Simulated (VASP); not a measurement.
Set up this calculation in VASP 6.6.1, as the native input.

```yaml
Task: single point
Functional: PBE
Potentials_or_basis: VASP PAW PBE potentials, release 64 (Fe)
Cutoff: 520 eV
k_mesh: 18 × 18 × 18
Occupations: tetrahedron
Spin: collinear spin, ferromagnetic start
Starting_moments: "[2.5] μB"
Dipole_correction: no
Further_INCAR_settings: ALGO = Normal; EDIFF = 1e-06; NBANDS = 14
```

The structure of Fe lies in POSCAR:

```
Fe
1.0
    2.1816934389      0.0000000000      0.0000000000
    0.0000000000      2.1816934389      0.0000000000
    0.0000000000      0.0000000000      2.1816934389
Fe
1
Direct
    0.0000000000      0.0000000000      0.0000000000
```

One way to write it, as run:

INCAR

```
SYSTEM = Fe
PREC = Accurate
ENCUT = 520
EDIFF = 1E-6
ISMEAR = -5
SIGMA = 0.1
LREAL = .False.
LASPH = .True.
NELM = 150
ALGO = Normal
ISIF = 2
LWAVE = .False.
LCHARG = .False.
ISPIN = 2
MAGMOM = 2.5
LORBIT = 11
LMAXMIX = 4
GGA = PE
NBANDS = 14
```

KPOINTS

```
regular mesh
0
Gamma
  18 18 18
  0 0 0
```

Potentials or basis: VASP PAW PBE potentials, release 64 (Fe).

Command:

```console
$ cat potpaw_PBE.64/Fe/POTCAR > POTCAR
$ mpirun -np 1 vasp_std > vasp.out
```

It gave:

```json
{
  "Pressure": "47.5 GPa",
  "Net moment": "1.66 μB per cell",
  "Site moments": "Fe +1.64 μB",
  "Valence electrons inside the program's atomic spheres": "Fe 7.70"
}
```

Caveat: tetrahedron occupations give inexact forces and stress in metals.

Run time: 33 s on 1 thread of Intel(R) Xeon(R) Platinum 8259CL CPU @ 2.50GHz (Skylake/Cascade Lake) (shared host), peak memory 0.17 GiB.
